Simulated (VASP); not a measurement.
Input of a VASP 6.6.1 run:

Contents of INCAR:

```
SYSTEM = Re
ALGO = Normal
EDIFF = 1E-6
ENCUT = 520
ISIF = 2
ISMEAR = -1
LASPH = .TRUE.
LCHARG = .FALSE.
LREAL = .FALSE.
LWAVE = .FALSE.
NBANDS = 14
NELM = 80
PREC = Accurate
SIGMA = 0.1
```

File KPOINTS:

```
k-points
0
G
  17 17 8
  0 0 0
```

POSCAR

```
Re
1.0
   -1.8408856412      1.5122729733      1.3496421506
    1.5122729733     -1.8408856412      1.3496421506
    3.4050409120      3.4050409120     -1.9514968537
Re
2
Direct
    0.9582650556      0.0417349444      0.0000000000
    0.7917349444      0.2082650556      0.5000000000
```

Potentials or basis: VASP PAW LDA potentials, release 64 (Re).

The run is started by

```console
$ cat potpaw_LDA.64/Re/POTCAR > POTCAR
$ mpirun -np 1 vasp_std > vasp.out
```

Problem. Predict the pressure.

Solution. 1.6 GPa.

Problem. Estimate the band gap on the k mesh.

Solution. Zero (band 7 reaches 9.91 eV, above the bottom of band 8 at 6.37 eV).

Stress tensor (GPa, compression positive):
```
 1.66 -0.20 -0.02
-0.20  1.66 -0.02
-0.02 -0.02  1.60
```

Caveat: spin-orbit coupling is left out, which moves the levels of the heavy elements.
